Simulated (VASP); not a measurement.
Here is a VASP 6.6.1 calculation.

The input INCAR:

```
PREC = Accurate ; ENCUT = 520
EDIFF = 1E-7 ; ISMEAR = -1
SIGMA = 0.05 ; LREAL = False
LASPH = True ; NELM = 100
ALGO = Normal ; ISIF = 2
LWAVE = False ; LCHARG = True
GGA = PS ; LELF = True
LVHAR = True ; NBANDS = 10
```

The input KPOINTS:

```
Automatic mesh
0
Gamma
  10 10 10
```

File POSCAR:

```
K
1.0
   -2.7111483183      2.7111483183      2.6705829315
    2.7111483183     -2.7111483183      2.6705829315
    2.7111483183      2.7111483183     -2.6705829315
K
1
Direct
    0.0000000000      0.0000000000      0.0000000000
```

Potentials or basis: VASP PAW PBE potentials, release 64 (K_sv).

Launch:

```console
$ cat potpaw_PBE.64/K_sv/POTCAR > POTCAR
$ mpirun -np 1 vasp_std > vasp.out
```

(1) Estimate the pressure.

(2) What does it give for the band gap on the k mesh?

Answers

(1) -0.3 GPa.

(2) zero (an odd number of electrons rules out a gap without spin polarisation).

Caveat: the PAW data sets were made with another functional, which shifts forces and pressure a little.
